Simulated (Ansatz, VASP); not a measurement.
## Two plane-wave programs on ZrB2

```
Zr B
1.0
     0.00000    3.14248    3.14248
     3.14248    0.00000    3.14248
     3.14248    3.14248    0.00000
Zr B
2 4
Direct
  0.00000 0.00000 0.00000
  0.25000 0.25000 0.25000
  0.62500 0.62500 0.62500
  0.12500 0.62500 0.62500
  0.62500 0.62500 0.12500
  0.62500 0.12500 0.62500
```

Alike in both runs: task relaxation of cell and atoms; functional PBE; k mesh 10 × 10 × 10; occupations gaussian, width 0.1 eV; no spin polarisation.

```csv
,VASP,Ansatz
version,VASP 6.6.1,Ansatz 0.2.0
potentials or method,"VASP PAW PBE potentials, release 64 (Zr_sv, B), cutoff 600 eV","scalar-relativistic, plane waves, PAW"
valence electrons in the cell,36,36
```

```csv
,VASP,Ansatz,Ansatz less VASP
"gap on the k mesh at the Fermi level, each at its own relaxed structure (eV)",none,none,-
relaxed volume (Å³/atom),10.48,10.47,-0.005
relaxed length of the cell vector where the two differ most in proportion (Å),4.463,4.462,-0.0007
```

A gap of «none» marks a metal or a gap that the smearing closes.
